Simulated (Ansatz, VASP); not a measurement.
Two plane-wave programs on V

File INCAR:

```
PREC = Accurate
ENCUT = 520
EDIFF = 1E-8
ISMEAR = -1
SIGMA = 0.05
LREAL = F
LASPH = T
NELM = 150
ALGO = Normal
ISIF = 2
LWAVE = F
LCHARG = F
ISPIN = 2
MAGMOM = 1.5
LORBIT = 11
LMAXMIX = 4
GGA = PE
LEFG = T
NBANDS = 16
```

The input KPOINTS:

```
Automatic mesh
0
Gamma
  16 16 16
```

The input POSCAR:

```
V
1.0
   -1.4685292584      1.4685292584      1.4685292584
    1.4685292584     -1.4685292584      1.4685292584
    1.4685292584      1.4685292584     -1.4685292584
V
1
Direct
    0.0000000000      0.0000000000      0.0000000000
```

Input for Ansatz:

```yaml
crystal:
  lattice:
    - [-1.4685292584, 1.4685292584, 1.4685292584]
    - [1.4685292584, -1.4685292584, 1.4685292584]
    - [1.4685292584, 1.4685292584, -1.4685292584]
  atoms:
    - { symbol: V, position: [0.0, 0.0, 0.0], spin: 1.5 }
magnetization:
  spin_polarized: true
kpoints:
  mp_grid: { grid: [16, 16, 16] }
scf:
  occupations: { method: fermi_dirac, width: 0.05 }
hamiltonian:
  xc: pbe
  pseudopotentials: { kind: paw }
output:
  forces: true
  stress: true
  eigenvalues: true
  efg: { contact_densities: true }
```

Change from the starting cell: volume scaled by 0.9405, PAW files.

Alike in both runs: task electric field gradients; functional PBE; k mesh 16 × 16 × 16; occupations fermi-dirac, width 0.05 eV; collinear spin.

|  | VASP | Ansatz |
| --- | --- | --- |
| version | VASP 6.6.1 | Ansatz 0.2.0 |
| potentials or method | VASP PAW PBE potentials, release 64 (V_sv) | PAW with Ansatz's default frozen-core files, scalar-relativistic |
| plane-wave cutoff (eV) | 520 | 420 |
| valence electrons in the cell | 13 | 13 |

```tsv
	VASP	Ansatz	Ansatz less VASP
pressure (GPa)	12.7	12.4	-0.29
net moment per atom (μB)	0.00	0.00	0.000
```

The functional is the same, so the differences come from potentials, cutoffs and numerics. Ansatz's warnings: seeded moment not kept.
